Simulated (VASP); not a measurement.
# Si3C2 (P6/mmm) in VASP: notebook, part 2 of 2

VASP 6.6.1. The steps go on from the part before.

## 5. Single point, PBE

This run uses another cell than the first one, of 13.29 Å³/atom.

File INCAR:

```
SYSTEM = Si3C2
PREC = Accurate
ENCUT = 520
EDIFF = 1E-7
ISMEAR = 0
SIGMA = 0.1
LREAL = .FALSE.
LASPH = .TRUE.
NELM = 60
ALGO = Normal
ISIF = 2
LWAVE = .FALSE.
LCHARG = .FALSE.
GGA = PE
NBANDS = 18
```

File KPOINTS:

```
Automatic mesh
0
G
  18 18 4
  0 0 0
```

File POSCAR:

```
Si3C2
1.0
    2.7706513515      0.0000000000      0.0000000000
   -1.3853256757      2.3994544554      0.0000000000
    0.0000000000      0.0000000000      9.9951383270
Si C
3 2
Direct
    0.0000000000      0.0000000000      0.7559227511
    0.0000000000      0.0000000000      0.2440772489
    0.0000000000      0.0000000000      0.5000000000
    0.0000000000      0.0000000000      0.9377394102
    0.0000000000      0.0000000000      0.0622605898
```

Potentials or basis: VASP PAW PBE potentials, release 64 (Si, C).

Command:

```sh
$ cat potpaw_PBE.64/Si/POTCAR potpaw_PBE.64/C/POTCAR > POTCAR
$ mpirun -np 1 vasp_std > vasp.out
```

OUTCAR:

```text
SYSTEM = Si3C2
   PREC = Accurate
   ENCUT = 520
   EDIFF = 1E-7
   ISMEAR = 0
   LREAL = .FALSE.
   LASPH = .TRUE.
   NELM = 60
   ISIF = 2
   GGA = PE

 ion  position               nearest neighbor table
   1  0.000  0.000  0.756-   4 1.82   3 2.56
   2  0.000  0.000  0.244-   5 1.82   3 2.56
   3  0.000  0.000  0.500-   1 2.56   2 2.56
   4  0.000  0.000  0.938-   5 1.24   1 1.82
   5  0.000  0.000  0.062-   4 1.24   2 1.82

  LATTYP: Found a hexagonal cell.
 ALAT       =     2.7706513515
 C/A-ratio  =     3.6075049001

  Lattice vectors:

 A1 = (   2.7706513515,   0.0000000000,   0.0000000000)
 A2 = (  -1.3853256757,   2.3994544554,   0.0000000000)
 A3 = (   0.0000000000,   0.0000000000,   9.9951383270)

Analysis of symmetry for initial positions (statically):
=====================================================================
 Subroutine PRICEL returns:
 Original cell was already a primitive cell.

 Routine SETGRP: Setting up the symmetry group for a
 hexagonal supercell.

 Subroutine GETGRP returns: Found 24 space group operations
 (whereof 24 operations were pure point group operations)
 out of a pool of 24 trial point group operations.

The static configuration has the point symmetry D_6h.

Analysis of symmetry for dynamics (positions and initial velocities):
=====================================================================
 Subroutine PRICEL returns:
 Original cell was already a primitive cell.

 Routine SETGRP: Setting up the symmetry group for a
 hexagonal supercell.

 Subroutine GETGRP returns: Found 24 space group operations
 (whereof 24 operations were pure point group operations)
 out of a pool of 24 trial point group operations.

The dynamic configuration has the point symmetry D_6h.

 Subroutine INISYM returns: Found 24 space group operations
 (whereof 24 operations are pure point group operations),
 and found     1 'primitive' translations

----------------------------------------------------------------------------------------

                                     Primitive cell

  volume of cell :      66.4482

  direct lattice vectors                    reciprocal lattice vectors
     2.770651352  0.000000000  0.000000000     0.360925960  0.208380700  0.000000000
    -1.385325676  2.399454455  0.000000000     0.000000000  0.416761401  0.000000000
     0.000000000  0.000000000  9.995138327     0.000000000  0.000000000  0.100048640

  length of vectors
     2.770651352  2.770651351  9.995138327     0.416761401  0.416761401  0.100048640

  position of ions in fractional coordinates (direct lattice)
     0.000000000  0.000000000  0.755922751
     0.000000000  0.000000000  0.244077249
     0.000000000  0.000000000  0.500000000
     0.000000000  0.000000000  0.937739410
     0.000000000  0.000000000  0.062260590

  ion indices of the primitive-cell ions
   primitive index   ion index
                 1           1
                 2           2
                 3           3
                 4           4
                 5           5

----------------------------------------------------------------------------------------

 KPOINTS: Automatic mesh

Automatic generation of k-mesh.
 Grid dimensions read from file:
 generate k-points for:   18   18    4

 Generating k-lattice:

  Cartesian coordinates                     Fractional coordinates (reciprocal lattice)
     0.020051442  0.011576706  0.000000000     0.055555556  0.000000000  0.000000000
     0.000000000  0.023153411  0.000000000     0.000000000  0.055555556  0.000000000
     0.000000000  0.000000000  0.025012160     0.000000000  0.000000000  0.250000000

  Length of vectors
     0.023153411  0.023153411  0.025012160

  Shift w.r.t. Gamma in fractional coordinates (k-lattice)
     0.000000000  0.000000000  0.000000000

 Subroutine IBZKPT returns following result:
 ===========================================

 Found    111 irreducible k-points:

 Following reciprocal coordinates:
            Coordinates               Weight
  0.000000  0.000000  0.000000      1.000000
  0.055556  0.000000  0.000000      6.000000
  0.111111  0.000000  0.000000      6.000000
  0.166667  0.000000  0.000000      6.000000
  0.222222  0.000000  0.000000      6.000000
  0.277778  0.000000  0.000000      6.000000
[... 16 lines left out ...]
  0.333333  0.111111  0.000000     12.000000
  0.388889  0.111111  0.000000     12.000000
 [... further k-points ...]
   k-points           NKPTS =    111   k-points in BZ     NKDIM =    111   number of bands    NBANDS=     18
   number of dos      NEDOS =    301   number of ions     NIONS =      5
   total plane-waves  NPLWV =  46080
   dimension x,y,z NGX =    24 NGY =   24 NGZ =   80
   dimension x,y,z NGXF=    48 NGYF=   48 NGZF=  160
   ions per type =               3   2
   NGX,Y,Z   is equivalent  to a cutoff of  14.40, 14.40, 13.31 a.u.
   NGXF,Y,Z  is equivalent  to a cutoff of  28.80, 28.80, 26.61 a.u.
 SYSTEM =  Si3C2
   PREC   = accura    normal or accurate (medium, high low for compatibility)
   ISTART =      0    job   : 0-new  1-cont  2-samecut
   ICHARG =      2    charge: 1-file 2-atom 10-const
   ISPIN  =      1    spin polarized calculation?
   LNONCOLLINEAR =      F non collinear calculations
   LSORBIT =      F    spin-orbit coupling
   LASPH  =      T    aspherical Exc in radial PAW
   ENCUT  =  520.0 eV  38.22 Ry    6.18 a.u.   5.15  5.15 18.58*2*pi/ulx,y,z
   NELM   =     60;   NELMIN=  2; NELMDL= -5     # of ELM steps
   EDIFF  = 0.1E-06   stopping-criterion for ELM
   LREAL  =      F    real-space projection
   EDIFFG = 0.1E-05   stopping-criterion for IOM
   NSW    =      0    number of steps for IOM
   IBRION =     -1    ionic relax: 0-MD 1-quasi-New 2-CG
   NFREE  =      0    steps in history (QN), initial steepest desc. (CG)
   ISIF   =      2    stress and relaxation
   ISYM   =      2    0-nonsym 1-usesym 2-fastsym
   POTIM  = 0.5000    time-step for ionic-motion
   TEBEG  =    0.0;   TEEND  =   0.0 temperature during run
   PSTRESS=    0.0 pullay stress
   NELECT =      20.0000    total number of electrons
   NUPDOWN=      -1.0000    fix difference up-down
   EMIN   =  10.00;   EMAX   =-10.00  energy-range for DOS
   EFERMI =   0.00;   METHOD = LEGACY
   ISMEAR =     0;   SIGMA  =   0.10  broadening in eV -4-tet -1-fermi 0-gaus
   EFERMI_NEDOS =   21; number of points for ismear=-14 and -15
   IALGO  =     38    algorithm
   IMIX   =      4    mixing-type and parameters
     AMIX     =   0.40;   BMIX     =  1.00
     AMIX_MAG =   1.60;   BMIX_MAG =  1.00
  volume/ion in A,a.u.               =      13.29        89.68
  Fermi-wavevector in a.u.,A,eV,Ry     =   1.097127  2.073270 16.377179  1.203689
  Thomas-Fermi vector in A             =   2.233482
   LORBIT       =      0    0 simple, 1 ext, 2 COOP (PROOUT), +10 PAW based schemes
   GGA     = PE    functional components
   LHFCALC =     F    Hartree Fock is set to
   AEXX    =    0.0000 exact exchange contribution
   IVDW    =     0    specifies the selected vdW correction
   LEPSILON=     F    determine dielectric tensor
   LRPA    =     F    only Hartree local field effects (RPA)
 non-spin polarized calculation
 Gauss-broadening in eV      SIGMA  =   0.10
  energy-cutoff  :      520.00
  volume of cell :       66.45
 maximum number of plane-waves:      1808
 NGX is ok and might be reduce to    24
   NGX = 11   NGY = 11   NGZ = 37

 number of electron      20.0000002 magnetization

 Free energy of the ion-electron system (eV)
  ---------------------------------------------------
  ext. energy  EPLUGINS =         0.00000000
  ---------------------------------------------------
  free energy    TOTEN  =       -29.78987889 eV

  energy without entropy =      -29.78107334  energy(sigma->0) =      -29.78547611

 E-fermi :   6.8850     XC(G=0): -10.6978

 val. band max:        6.8828072300   @ k =   0.2222   0.0556   0.5000
 cond. band min:       6.8993194807   @ k =   0.2222   0.1111   0.5000
 fundamental gap:      0.0165122507
 Fermi energy:         6.8850391889

 k-point     1 :       0.0000    0.0000    0.0000
  band No.  band energies     occupation
      1      -8.5841      2.00000
      2      -5.5542      2.00000
      3      -5.3645      2.00000
      4      -2.8567      2.00000
      5      -0.9202      2.00000
      6       2.5174      2.00000
[... 10 lines left out ...]
     17      18.0104      0.00000
     18      18.2545      0.00000
[... 466 lines left out ...]
      2      -1.7546      2.00000
      3      -0.9031      2.00000
      4       0.8114      2.00000
      5       1.1908      2.00000
      6       2.1857      2.00000
[... 10 lines left out ...]
     17      13.2612      0.00000
     18      13.7971      0.00000

 [... further k-points ...]
[... 5 lines left out ...]
  --------------------------------------------------------------------------------------
  -------------------------------------------------------------------------------------
  Total       -0.0238956     -0.0238956      0.0506737     -0.0000000      0.0000000      0.0000000
  in kB       -0.5761636     -0.5761636      1.2218271     -0.0000000      0.0000000      0.0000000
  external PRESSURE =       0.0231666 kB  Pullay stress =       0.0000000 kB

 VOLUME and BASIS-vectors are now :
 -----------------------------------------------------------------------------
  energy-cutoff  :      520.00
  volume of cell :       66.45
      direct lattice vectors                 reciprocal lattice vectors
     2.770651352  0.000000000  0.000000000     0.360925960  0.208380700  0.000000000
    -1.385325676  2.399454455  0.000000000     0.000000000  0.416761401  0.000000000
     0.000000000  0.000000000  9.995138327     0.000000000  0.000000000  0.100048640

 POSITION                                       TOTAL-FORCE (eV/Angst)
 -----------------------------------------------------------------------------------
      0.00000      0.00000      7.55555         0.000000     -0.000000      0.012350
      0.00000      0.00000      2.43959        -0.000000      0.000000     -0.012350
      0.00000      0.00000      4.99757         0.000000      0.000000      0.000000
      0.00000      0.00000      9.37284        -0.000000      0.000000     -0.097190
      0.00000      0.00000      0.62230         0.000000      0.000000      0.097190
 -----------------------------------------------------------------------------------
    total drift:                                0.000000     -0.000000      0.000000

  FREE ENERGIE OF THE ION-ELECTRON SYSTEM (eV)
  ---------------------------------------------------
  free  energy   TOTEN  =       -29.7898788880 eV

  energy  without entropy=      -29.7810733377  energy(sigma->0) =      -29.78547611
```

OSZICAR:

```text
N       E                     dE             d eps       ncg     rms          rms(c)
DAV:   1     0.284306739342E+02    0.28431E+02   -0.82550E+03  3996   0.946E+02
DAV:   2    -0.301877874602E+02   -0.58618E+02   -0.55368E+02  5290   0.144E+02
DAV:   3    -0.332064427496E+02   -0.30187E+01   -0.29828E+01  5056   0.294E+01
DAV:   4    -0.332376162568E+02   -0.31174E-01   -0.31141E-01  5162   0.361E+00
DAV:   5    -0.332379925704E+02   -0.37631E-03   -0.37621E-03  5070   0.371E-01    0.105E+01
DAV:   6    -0.303077738746E+02    0.29302E+01   -0.14078E+01  5010   0.200E+01    0.592E+00
DAV:   7    -0.299155033865E+02    0.39227E+00   -0.33532E+00  5154   0.953E+00    0.359E+00
DAV:   8    -0.298371311238E+02    0.78372E-01   -0.57179E-01  5062   0.522E+00    0.150E+00
DAV:   9    -0.297964633903E+02    0.40668E-01   -0.25637E-01  5144   0.322E+00    0.476E-01
DAV:  10    -0.297901378796E+02    0.63255E-02   -0.21428E-02  4878   0.102E+00    0.255E-01
DAV:  11    -0.297900007524E+02    0.13713E-03   -0.52431E-03  5146   0.427E-01    0.119E-01
DAV:  12    -0.297899403509E+02    0.60402E-04   -0.19155E-03  5046   0.258E-01    0.469E-02
DAV:  13    -0.297898856363E+02    0.54715E-04   -0.26141E-04  5224   0.114E-01    0.200E-02
DAV:  14    -0.297898792649E+02    0.63713E-05   -0.38184E-05  5116   0.421E-02    0.750E-03
DAV:  15    -0.297898793643E+02   -0.99361E-07   -0.10393E-05  4934   0.186E-02    0.520E-03
DAV:  16    -0.297898789288E+02    0.43554E-06   -0.79626E-07  4916   0.581E-03    0.170E-03
DAV:  17    -0.297898788880E+02    0.40718E-07   -0.11725E-07  2364   0.207E-03
   1 F= -.29789879E+02 E0= -.29785476E+02  d E =-.880555E-02
```

stdout:

```text
POSCAR found type information on POSCAR SiC
 POSCAR found :  2 types and       5 ions
 scaLAPACK will be used
 LDA part: xc-table for (Slater+PW92), standard interpolation
 POSCAR, INCAR and KPOINTS ok, starting setup
 FFT: planning ... GRIDC
 FFT: planning ... GRID_SOFT
 FFT: planning ... GRID
 WAVECAR not read
 entering main loop
```

Wall time 4.5 min (1 thread of Intel Xeon 8259CL, shared host); peak memory 0.26 GiB.

What came out:

```yaml
Free_energy: -29.7899 eV
Pressure: 0.0 GPa
Largest_force: 0.097 eV/Å
Band_gap_on_the_k_mesh: zero (bands 10 and 11 overlap by 6.81 eV)
```

Forces in eV/Å, atoms in the order of the input:
```
Si   0.000  0.000  0.012
Si   0.000  0.000 -0.012
Si   0.000  0.000  0.000
C    0.000  0.000 -0.097
C    0.000  0.000  0.097
```

Stress tensor (GPa, compression positive):
```
-0.06  0.00  0.00
 0.00 -0.06  0.00
 0.00  0.00  0.12
```

## 6. Relaxation of cell and atoms, PBE

File INCAR:

```
SYSTEM = Si3C2
PREC = Accurate
ENCUT = 600
EDIFF = 1E-6
ISMEAR = 0
SIGMA = 0.1
LREAL = .FALSE.
LASPH = .TRUE.
NELM = 80
ALGO = Normal
ISIF = 3
LWAVE = .FALSE.
LCHARG = .FALSE.
GGA = PE
IBRION = 2
NSW = 100
EDIFFG = -0.01
```

KPOINTS is that of step 5.

File POSCAR:

```
Si3C2
1.0
    2.7579483394      0.0000000000      0.0000000000
   -1.3789741697      2.3884533242      0.0000000000
    0.0000000000      0.0000000000     10.2266881050
Si C
3 2
Direct
    0.0000000000      0.0000000000      0.7620955146
    0.0000000000      0.0000000000      0.2379044854
    0.0000000000      0.0000000000      0.5000000000
    0.0000000000      0.0000000000      0.9395726923
    0.0000000000      0.0000000000      0.0604273077
```

Potentials or basis: VASP PAW PBE potentials, release 64 (Si, C).

Command:

```sh
$ cat potpaw_PBE.64/Si/POTCAR potpaw_PBE.64/C/POTCAR > POTCAR
$ mpirun -np 1 vasp_std > vasp.out
```

Wall time 21 min (1 thread of Intel Xeon 8259CL, shared host); peak memory 0.29 GiB.

The run converged. Its results:

```yaml
Free_energy: -29.7933 eV
Relaxed_volume: 13.27 Å³/atom
Relaxed_cell: a = 2.769 Å, b = 2.769 Å, c = 9.989 Å, α = 90.00°, β = 90.00°, γ = 120.00°
Space_group_after_relaxing_to_0.1_Å: P6/mmm (No. 191)
Energy_gained_by_relaxing: 7.4 meV/atom
Ionic_steps: 13
Pressure_after_relaxing: 0.0 GPa
Largest_force_after_relaxing: 0.006 eV/Å
Band_gap_on_the_k_mesh: zero (bands 10 and 11 overlap by 6.82 eV)
```

Forces on the atoms (eV/Å):
```
Si   0.000  0.000  0.006
Si   0.000  0.000 -0.006
Si   0.000  0.000  0.000
C    0.000  0.000  0.004
C    0.000  0.000 -0.004
```

Step by step:
```csv
step,energy change (eV),largest force (eV/Å),pressure (GPa),volume (Å³)
1,0.0000,0.7666,-0.04,67.37
2,0.1271,4.2440,-3.69,67.33
3,-0.0049,0.3590,-0.71,67.36
4,-0.0206,0.2746,-0.36,66.87
5,-0.0356,0.0409,0.80,65.71
6,-0.0358,0.0769,0.66,65.84
7,-0.0358,0.0669,0.70,65.80
8,-0.0354,0.1425,-0.63,66.35
9,-0.0365,0.0358,0.08,66.05
10,-0.0363,0.3418,0.25,66.25
11,-0.0367,0.1051,0.14,66.12
12,-0.0369,0.0537,0.09,66.22
13,-0.0370,0.0058,0.02,66.33
```

Final structure:
```
Si C
1.0
     2.76896    0.00000    0.00000
    -1.38448    2.39799    0.00000
     0.00000    0.00000    9.98889
Si C
3 2
Direct
  0.00000 0.00000 0.75580
  0.00000 0.00000 0.24420
  0.00000 0.00000 0.50000
  0.00000 0.00000 0.93765
  0.00000 0.00000 0.06235
```

Levels at points of the mesh, in eV from the Fermi level:
| k point | band 7 | band 8 | band 9 | band 10 | band 11 | band 12 | band 13 | band 14 |
| --- | --- | --- | --- | --- | --- | --- | --- | --- |
| (0.00, 0.00, 0.00) | -1.27 | 0.45 | 0.45 | 4.18 | 6.48 | 6.48 | 8.49 | 9.11 |
| (0.50, 0.00, 0.00) | -4.80 | -3.75 | -2.03 | -0.88 | -0.25 | 0.97 | 3.03 | 4.12 |
| (0.00, 0.00, 0.50) | -0.47 | 0.45 | 0.45 | 3.51 | 6.47 | 6.47 | 9.15 | 9.37 |
| (0.50, 0.00, 0.50) | -3.50 | -3.24 | -3.11 | -0.88 | -0.73 | 2.12 | 3.43 | 3.96 |

## 7. The runs side by side

```tsv
task	cell	k mesh	cutoff (eV)	gap on the mesh (eV)	pressure (GPa)	relaxed volume (Å³/atom)	largest force (eV/Å)
single point	a = 2.758, b = 2.758, c = 10.227 Å, angles 90.0, 90.0, 120.0°, 5 atoms, atomic positions A	6 × 6 × 2	520	none	0.2	-	0.10
single point	a = 2.597, b = 2.597, c = 12.193 Å, angles 90.0, 90.0, 120.0°, 5 atoms, atomic positions B	6 × 6 × 2	520	none	-11.8	-	2.02
relaxation of cell and atoms	relaxed from a = 2.597, b = 2.597, c = 12.193 Å, angles 90.0, 90.0, 120.0°, 5 atoms, atomic positions B	6 × 6 × 2	600	none	0.3	13.42	0.01
single point	a = 2.771, b = 2.771, c = 9.995 Å, angles 90.0, 90.0, 120.0°, 5 atoms, atomic positions C	18 × 18 × 4	520	none	0.0	-	0.10
relaxation of cell and atoms	relaxed from a = 2.758, b = 2.758, c = 10.227 Å, angles 90.0, 90.0, 120.0°, 5 atoms, atomic positions A	18 × 18 × 4	600	none	0.0	13.27	0.01
```

Alike in all rows: level PBE; potentials or basis VASP PAW PBE potentials, release 64 (Si, C); no spin polarisation; smearing gaussian 0.1 eV.

Caveats: some runs use coarse meshes; forces of over 1 eV/Å act on the atoms, so gaps and moduli don't describe the material at rest (at least some runs); a cell axis changed by over 15 % at a fixed basis, so the end point is rough (at least some runs).

Absolute energies hang on the potentials; compare differences alone.
